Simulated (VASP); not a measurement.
BN: single point with r2SCAN

The system is BN.

```
CELL_PARAMETERS angstrom
0.00000 1.74583 1.74583
1.74583 0.00000 1.74583
1.74583 1.74583 0.00000
ATOMIC_POSITIONS crystal
B 0.00000 0.00000 0.00000
N 0.50000 0.50000 0.50000
```

```json
{
  "Program": "VASP 6.6.1",
  "Task": "single point",
  "Functional": "r2SCAN",
  "Potentials or basis": "VASP PAW PBE potentials, release 64 (B, N)",
  "Cutoff": "520 eV",
  "k mesh": "12 × 12 × 12",
  "Occupations": "gaussian, width 0.01 eV",
  "Spin": "no spin polarisation"
}
```

```yaml
Pressure: 0.5 GPa
Band_gap_on_the_k_mesh: 1.33 eV, indirect (least direct gap 6.51 eV)
```

Levels at points of the mesh, in eV from the valence-band top:
| k point | band 1 | band 2 | band 3 | band 4 | band 5 | band 6 | band 7 | band 8 | band 9 |
| --- | --- | --- | --- | --- | --- | --- | --- | --- | --- |
| (0.00, 0.00, 0.00) | -23.72 | -0.92 | -0.92 | -0.92 | 9.82 | 13.15 | 13.15 | 13.15 | 19.39 |
| (0.50, 0.00, 0.00) | -18.35 | -13.17 | -0.74 | -0.74 | 5.77 | 5.77 | 7.93 | 14.69 | 24.33 |
| (0.50, 0.50, 0.00) | -15.52 | -12.34 | -5.91 | -5.91 | 1.33 | 9.59 | 15.87 | 15.87 | 17.63 |

Run time: 24 s on 1 thread of Intel(R) Xeon(R) Platinum 8375C CPU @ 2.90GHz (Ice Lake) (shared host), peak memory 0.12 GiB.

Caveat: the PAW data sets were made with another functional, which shifts forces and pressure a little. A k mesh can miss the band edges.
